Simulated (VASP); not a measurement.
Input of a VASP 6.6.1 run:

INCAR

```
SYSTEM = TiAl
PREC     = Accurate       ! precision mode
ENCUT    = 520            ! plane-wave cutoff, eV
EDIFF    = 1E-6           ! SCF threshold, eV
ISMEAR   = 0              ! smearing method
SIGMA    = 0.15           ! smearing width, eV
LREAL    = .False.        ! projectors in reciprocal space
LASPH    = .True.         ! aspherical terms in the spheres
NELM     = 100            ! most SCF steps
ALGO     = Fast           ! electronic algorithm
ISIF     = 2              ! what is computed and relaxed
LWAVE    = .False.        ! write WAVECAR
LCHARG   = .False.        ! write CHGCAR
GGA      = PS             ! functional
NBANDS   = 14             ! bands
```

File KPOINTS:

```
Automatic mesh
0
Gamma
  16 16 16
  0 0 0
```

File POSCAR:

```
TiAl
1.0
    3.1790640000     -0.0158953200      0.0000000000
   -0.0158953200      3.1790640000      0.0000000000
    0.0000000000      0.0000000000      3.1790640000
Ti Al
1 1
Direct
    0.0000000000      0.0000000000      0.0000000000
    0.5000000000      0.5000000000      0.5000000000
```

Potentials or basis: VASP PAW PBE potentials, release 64 (Ti_sv, Al).

Run with:

```console
$ cat potpaw_PBE.64/Ti_sv/POTCAR potpaw_PBE.64/Al/POTCAR > POTCAR
$ mpirun -np 1 vasp_std > vasp.out
```

(1) What does it give for the pressure?

Results:

(1) -2.3 GPa.

Caveat: the cell differs from its parent crystal (strain -0.0100 x Voigt [0, 0, 0, 0, 0, 1]); the PAW data sets were made with another functional, which shifts forces and pressure a little.
